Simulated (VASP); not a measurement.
Rh: single point with PBEsol

Rh:

```xyz
4
Lattice="2.6529 0.0000 0.0000 -1.3264 2.2974 0.0000 0.0000 0.0000 8.6535" Properties=species:S:1:pos:R:3 pbc="T T T"
Rh    0.0000    0.0000    0.0000
Rh    0.0000    1.5316    2.1634
Rh    0.0000    0.0000    4.3268
Rh    1.3264    0.7658    6.4901
```

This isn't the form of Rh at room conditions, which is fcc.

| Property | Result |
| --- | --- |
| Program | VASP 6.6.1 |
| Task | single point |
| Functional | PBEsol |
| Potentials or basis | VASP PAW PBE potentials, release 64 (Rh_pv) |
| Cutoff | 520 eV |
| k mesh | 18 × 18 × 6 |
| Occupations | gaussian, width 0.1 eV |
| Spin | no spin polarisation |

- Pressure: 8.0 GPa
- Band gap on the k mesh: zero (bands 30 and 31 overlap by 2.15 eV)

Levels at points of the mesh, in eV from the Fermi level:
```tsv
k point	band 28	band 29	band 30	band 31	band 32	band 33
(0.00, 0.00, 0.00)	-1.55	-1.55	-0.93	-0.93	-0.37	-0.37
(0.50, 0.00, 0.00)	0.65	0.71	0.89	0.90	0.93	1.14
(0.00, 0.00, 0.50)	-1.28	-1.22	-1.22	-1.22	-1.22	0.08
(0.50, 0.00, 0.50)	-0.12	0.63	0.63	0.87	0.87	2.94
```

Wall time 110 s on 1 thread of Intel(R) Xeon(R) 6975P-C (Granite Rapids), on a shared host, peak memory 0.31 GiB.

Caveat: the cell stands under pressure; the PAW data sets were made with another functional, which shifts forces and pressure a little.
